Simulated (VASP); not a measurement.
# LiCl (Fm-3m) in VASP: single point with r2SCAN

Aim: the single point of LiCl with r2SCAN.

Everything below comes from runs of VASP 6.6.1. Logs are shortened: lines on timing, memory, paths and dates and some standing lists are left out, and cuts for length are marked.

## (1) The cell of the first run

The structure is cubic, space group Fm-3m (No. 225). The conventional cell has a = 5.130 Å, b = 5.130 Å, c = 5.130 Å, α = 90.00°, β = 90.00°, γ = 90.00°. Within 3.4 Å of Li (site symmetry m-3m) lie 6 Cl at 2.56 Å. Within 3.4 Å of Cl (site symmetry m-3m) lie 6 Li at 2.56 Å.

## (2) Single point, r2SCAN

POSCAR reads:

```
LiCl
1.0
    0.0000000000      2.5647600000      2.5647600000
    2.5647600000      0.0000000000      2.5647600000
    2.5647600000      2.5647600000      0.0000000000
Li Cl
1 1
Direct
    0.0000000000      0.0000000000      0.0000000000
    0.5000000000      0.5000000000      0.5000000000
```

INCAR.step1 reads:

```
PREC     = Accurate       # precision mode
ENCUT    = 520            # plane-wave cutoff, eV
ISMEAR   = 0              # smearing method
SIGMA    = 0.05           # smearing width, eV
LREAL    = False          # projectors in reciprocal space
LASPH    = True           # aspherical terms in the spheres
NELM     = 80             # most SCF steps
NBANDS   = 12             # bands
GGA      = PE             # functional
ALGO     = Normal         # electronic algorithm
EDIFF    = 1E-4           # SCF threshold, eV
LWAVE    = True           # write WAVECAR
LCHARG   = False          # write CHGCAR
```

INCAR.step2 reads:

```
PREC     = Accurate       # precision mode
ENCUT    = 520            # plane-wave cutoff, eV
EDIFF    = 1E-6           # SCF threshold, eV
ISMEAR   = 0              # smearing method
SIGMA    = 0.05           # smearing width, eV
LREAL    = False          # projectors in reciprocal space
LASPH    = True           # aspherical terms in the spheres
NELM     = 80             # most SCF steps
ALGO     = Normal         # electronic algorithm
ISIF     = 2              # what is computed and relaxed
LWAVE    = False          # write WAVECAR
LCHARG   = True           # write CHGCAR
METAGGA  = R2SCAN         # meta-GGA
LMIXTAU  = True         
LELF     = True           # ELF
LVHAR    = True         
NBANDS   = 12             # bands
ISTART   = 1
```

KPOINTS reads:

```
regular mesh
0
Gamma
  8 8 8
```

Potentials or basis: VASP PAW PBE potentials, release 64 (Li_sv, Cl).

Command:

```sh
> cat potpaw_PBE.64/Li_sv/POTCAR potpaw_PBE.64/Cl/POTCAR > POTCAR
> cp INCAR.step1 INCAR
> mpirun -np 1 vasp_std > vasp.out
> cp INCAR.step2 INCAR
> mpirun -np 1 vasp_std > vasp.out
```

OUTCAR:

```text
PREC = Accurate
   ENCUT = 520
   EDIFF = 1E-6
   ISMEAR = 0
   LREAL = False
   LASPH = True
   NELM = 80
   ISIF = 2
   METAGGA = R2SCAN
   ISTART = 1

 ion  position               nearest neighbor table
   1  0.000  0.000  0.000-   2 2.56   2 2.56   2 2.56   2 2.56   2 2.56   2 2.56
   2  0.500  0.500  0.500-   1 2.56   1 2.56   1 2.56   1 2.56   1 2.56   1 2.56

  LATTYP: Found a face centered cubic cell.
 ALAT       =     5.1295200000

  Lattice vectors:

 A1 = (   0.0000000000,   2.5647600000,   2.5647600000)
 A2 = (   2.5647600000,   0.0000000000,   2.5647600000)
 A3 = (   2.5647600000,   2.5647600000,   0.0000000000)

Analysis of symmetry for initial positions (statically):
=====================================================================
 Subroutine PRICEL returns:
 Original cell was already a primitive cell.

 Routine SETGRP: Setting up the symmetry group for a
 face centered cubic supercell.

 Subroutine GETGRP returns: Found 48 space group operations
 (whereof 48 operations were pure point group operations)
 out of a pool of 48 trial point group operations.

The static configuration has the point symmetry O_h .

Analysis of symmetry for dynamics (positions and initial velocities):
=====================================================================
 Subroutine PRICEL returns:
 Original cell was already a primitive cell.

 Routine SETGRP: Setting up the symmetry group for a
 face centered cubic supercell.

 Subroutine GETGRP returns: Found 48 space group operations
 (whereof 48 operations were pure point group operations)
 out of a pool of 48 trial point group operations.

The dynamic configuration has the point symmetry O_h .

 Subroutine INISYM returns: Found 48 space group operations
 (whereof 48 operations are pure point group operations),
 and found     1 'primitive' translations

----------------------------------------------------------------------------------------

                                     Primitive cell

  volume of cell :      33.7420

  direct lattice vectors                    reciprocal lattice vectors
     0.000000000  2.564760000  2.564760000    -0.194950015  0.194950015  0.194950015
     2.564760000  0.000000000  2.564760000     0.194950015 -0.194950015  0.194950015
     2.564760000  2.564760000  0.000000000     0.194950015  0.194950015 -0.194950015

  length of vectors
     3.627118376  3.627118376  3.627118376     0.337663331  0.337663331  0.337663331

  position of ions in fractional coordinates (direct lattice)
     0.000000000  0.000000000  0.000000000
     0.500000000  0.500000000  0.500000000

  ion indices of the primitive-cell ions
   primitive index   ion index
                 1           1
                 2           2

----------------------------------------------------------------------------------------

 KPOINTS: regular mesh

Automatic generation of k-mesh.
 Grid dimensions read from file:
 generate k-points for:    8    8    8

 Generating k-lattice:

  Cartesian coordinates                     Fractional coordinates (reciprocal lattice)
    -0.024368752  0.024368752  0.024368752     0.125000000  0.000000000  0.000000000
     0.024368752 -0.024368752  0.024368752     0.000000000  0.125000000  0.000000000
     0.024368752  0.024368752 -0.024368752     0.000000000  0.000000000  0.125000000

  Length of vectors
     0.042207916  0.042207916  0.042207916

  Shift w.r.t. Gamma in fractional coordinates (k-lattice)
     0.000000000  0.000000000  0.000000000

 Subroutine IBZKPT returns following result:
 ===========================================

 Found     29 irreducible k-points:

 Following reciprocal coordinates:
            Coordinates               Weight
  0.000000  0.000000  0.000000      1.000000
  0.125000  0.000000  0.000000      8.000000
  0.250000  0.000000  0.000000      8.000000
  0.375000  0.000000  0.000000      8.000000
  0.500000  0.000000  0.000000      4.000000
  0.125000  0.125000  0.000000      6.000000
[... 16 lines left out ...]
  0.500000  0.250000  0.125000     48.000000
 -0.375000  0.250000  0.125000     24.000000
 [... further k-points ...]
   k-points           NKPTS =     29   k-points in BZ     NKDIM =     29   number of bands    NBANDS=     12
   number of dos      NEDOS =    301   number of ions     NIONS =      2
   total plane-waves  NPLWV =  21952
   dimension x,y,z NGX =    28 NGY =   28 NGZ =   28
   dimension x,y,z NGXF=    56 NGYF=   56 NGZF=   56
   ions per type =               1   1
   NGX,Y,Z   is equivalent  to a cutoff of  12.83, 12.83, 12.83 a.u.
   NGXF,Y,Z  is equivalent  to a cutoff of  25.67, 25.67, 25.67 a.u.
 SYSTEM =  unknown system
   PREC   = accura    normal or accurate (medium, high low for compatibility)
   ISTART =      1    job   : 0-new  1-cont  2-samecut
   ICHARG =      0    charge: 1-file 2-atom 10-const
   ISPIN  =      1    spin polarized calculation?
   LNONCOLLINEAR =      F non collinear calculations
   LSORBIT =      F    spin-orbit coupling
   LASPH  =      T    aspherical Exc in radial PAW
   ENCUT  =  520.0 eV  38.22 Ry    6.18 a.u.   6.74  6.74  6.74*2*pi/ulx,y,z
   NELM   =     80;   NELMIN=  2; NELMDL=  0     # of ELM steps
   EDIFF  = 0.1E-05   stopping-criterion for ELM
   LREAL  =      F    real-space projection
   EDIFFG = 0.1E-04   stopping-criterion for IOM
   NSW    =      0    number of steps for IOM
   IBRION =     -1    ionic relax: 0-MD 1-quasi-New 2-CG
   NFREE  =      0    steps in history (QN), initial steepest desc. (CG)
   ISIF   =      2    stress and relaxation
   ISYM   =      2    0-nonsym 1-usesym 2-fastsym
   POTIM  = 0.5000    time-step for ionic-motion
   TEBEG  =    0.0;   TEEND  =   0.0 temperature during run
   PSTRESS=    0.0 pullay stress
   NELECT =      10.0000    total number of electrons
   NUPDOWN=      -1.0000    fix difference up-down
   EMIN   =  10.00;   EMAX   =-10.00  energy-range for DOS
[... 5 lines left out ...]
     AMIX     =   0.40;   BMIX     =  1.00
     AMIX_MAG =   1.60;   BMIX_MAG =  1.00
  volume/ion in A,a.u.               =      16.87       113.85
  Fermi-wavevector in a.u.,A,eV,Ry     =   1.091486  2.062609 16.209183  1.191341
  Thomas-Fermi vector in A             =   2.227732
   LORBIT       =      0    0 simple, 1 ext, 2 COOP (PROOUT), +10 PAW based schemes
   METAGGA = R2SCAN    functional components
   LHFCALC =     F    Hartree Fock is set to
   AEXX    =    0.0000 exact exchange contribution
   IVDW    =     0    specifies the selected vdW correction
   LEPSILON=     F    determine dielectric tensor
   LRPA    =     F    only Hartree local field effects (RPA)
 non-spin polarized calculation
 Gauss-broadening in eV      SIGMA  =   0.05
  energy-cutoff  :      520.00
  volume of cell :       33.74
 maximum number of plane-waves:       934
   NGX = 13   NGY = 13   NGZ = 13

 number of electron      10.0000005 magnetization

 Free energy of the ion-electron system (eV)
  ---------------------------------------------------
  ext. energy  EPLUGINS =         0.00000000
  ---------------------------------------------------
  free energy    TOTEN  =       -12.58683133 eV

  energy without entropy =      -12.58683133  energy(sigma->0) =      -12.58683133

 E-fermi :   0.4872     XC(G=0):  -9.1632

 val. band max:        0.1888897793   @ k =   0.0000   0.0000   0.0000
 cond. band min:       7.4843404915   @ k =   0.0000   0.0000   0.0000
 fundamental gap:      7.2954507123
 Fermi energy:         0.4872455068

 k-point     1 :       0.0000    0.0000    0.0000
  band No.  band energies     occupation
      1     -44.6264      2.00000
      2     -13.7950      2.00000
      3       0.1889      2.00000
      4       0.1889      2.00000
      5       0.1889      2.00000
      6       7.4843      0.00000
      7      12.8514      0.00000
      8      12.8514      0.00000
      9      12.8514      0.00000
     10      15.5698      0.00000
     11      15.5698      0.00000
     12      16.0476      0.00000

 k-point     2 :       0.1250    0.0000    0.0000
  band No.  band energies     occupation
      1     -44.6261      2.00000
      2     -13.7176      2.00000
      3      -0.3306      2.00000
      4       0.1451      2.00000
      5       0.1451      2.00000
      6       7.9332      0.00000
      7      12.1142      0.00000
      8      12.8254      0.00000
      9      12.8256      0.00000
     10      14.1678      0.00000
     11      14.1679      0.00000
     12      16.4718      0.00000

 k-point     3 :       0.2500    0.0000    0.0000
  band No.  band energies     occupation
      1     -44.6252      2.00000
      2     -13.5204      2.00000
      3      -1.3920      2.00000
      4       0.0452      2.00000
      5       0.0452      2.00000
      6       8.2868      0.00000
      7      11.7279      0.00000
      8      11.7282      0.00000
      9      12.0705      0.00000
     10      14.9637      0.00000
     11      14.9637      0.00000
     12      17.0300      0.00000
[... 286 lines left out ...]
 k-point    23 :       0.5000    0.2500    0.1250
  band No.  band energies     occupation
      1     -44.6238      2.00000
      2     -13.1748      2.00000
      3      -2.1430      2.00000
      4      -1.0348      2.00000
      5      -0.3159      2.00000
      6       9.4119      0.00000
      7      10.4128      0.00000
      8      11.3928      0.00000
      9      12.5484      0.00000
     10      15.6189      0.00000
     11      18.7310      0.00000
     12      19.2167      0.00000

 k-point    24 :      -0.3750    0.2500    0.1250
  band No.  band energies     occupation
      1     -44.6235      2.00000
      2     -13.0945      2.00000
      3      -2.3811      2.00000
      4      -1.1308      2.00000
      5      -0.4058      2.00000
      6       9.2081      0.00000
      7      10.3541      0.00000
      8      11.6210      0.00000
      9      12.9417      0.00000
     10      16.6873      0.00000
     11      17.5157      0.00000
     12      19.3807      0.00000

 [... further k-points ...]

------------------------ aborting loop because EDIFF is reached ----------------------------------------

  FORCE on cell =-STRESS in cart. coord.  units (eV):
  Direction    XX          YY          ZZ          XY          YZ          ZX
  --------------------------------------------------------------------------------------
  -------------------------------------------------------------------------------------
  Total       -0.1803241     -0.1803241     -0.1803241     -0.0000000      0.0000000      0.0000000
  in kB       -8.5623737     -8.5623737     -8.5623737     -0.0000000      0.0000000      0.0000000
  external PRESSURE =      -8.5623737 kB  Pullay stress =       0.0000000 kB

 VOLUME and BASIS-vectors are now :
 -----------------------------------------------------------------------------
  energy-cutoff  :      520.00
  volume of cell :       33.74
      direct lattice vectors                 reciprocal lattice vectors
     0.000000000  2.564760000  2.564760000    -0.194950015  0.194950015  0.194950015
     2.564760000  0.000000000  2.564760000     0.194950015 -0.194950015  0.194950015
     2.564760000  2.564760000  0.000000000     0.194950015  0.194950015 -0.194950015

 POSITION                                       TOTAL-FORCE (eV/Angst)
 -----------------------------------------------------------------------------------
      0.00000      0.00000      0.00000         0.000000      0.000000      0.000000
      2.56476      2.56476      2.56476        -0.000000     -0.000000     -0.000000
 -----------------------------------------------------------------------------------
    total drift:                                0.000000      0.000000      0.000000

  FREE ENERGIE OF THE ION-ELECTRON SYSTEM (eV)
  ---------------------------------------------------
  free  energy   TOTEN  =       -12.5868313260 eV

  energy  without entropy=      -12.5868313260  energy(sigma->0) =      -12.58683133
```

Wall time 71 s (1 thread of Intel Xeon Platinum 8488C (Sapphire Rapids), shared host); peak memory 0.15 GiB.

Results:

- Free energy: -12.5868 eV
- Band gap on the k mesh: 7.30 eV, direct

Caveat: the cutoff is under 1.25 times the usual one of these potentials, so pressure, stress and relaxed cells hold a basis-set (Pulay) error; the PAW data sets were made with another functional, which shifts forces and pressure a little. A k mesh can miss the band edges.
